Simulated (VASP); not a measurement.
Runs of VASP 6.6.1 on Ca3Lu. The structure is that of space group Pm-3m (No. 221), or close to it. The cells are those of the table. 

| cell | gap on the mesh (eV) | pressure (GPa) |
| --- | --- | --- |
| a = 5.362 Å, 4 atoms | none | 0.0 |
| a = 5.326 Å, 4 atoms | none | 0.5 |
| a = 5.397 Å, 4 atoms | none | -0.4 |
| a = 5.252 Å, 4 atoms | none | 1.5 |
| a = 5.432 Å, 4 atoms | none | -0.8 |
| a = 5.467 Å, 4 atoms | none | (a) |
| a = 5.289 Å, 4 atoms | none | (b) |

Alike in all rows: task single point; level PBE; potentials or basis VASP PAW PBE potentials, release 64 (Ca_sv, Lu); no spin polarisation; k mesh 5 × 5 × 5; cutoff (eV) 520; smearing fermi-dirac 0.05 eV.

Question: Fill in the values left out.

Answer: (a) -1.2; (b) 1.0.

Caveats: spin-orbit coupling is left out, which moves the levels of the heavy elements.

A k mesh can miss the band edges, and the runs leave out spin-orbit coupling on Lu.

A gap of «none» marks levels without a gap at the run's occupations.
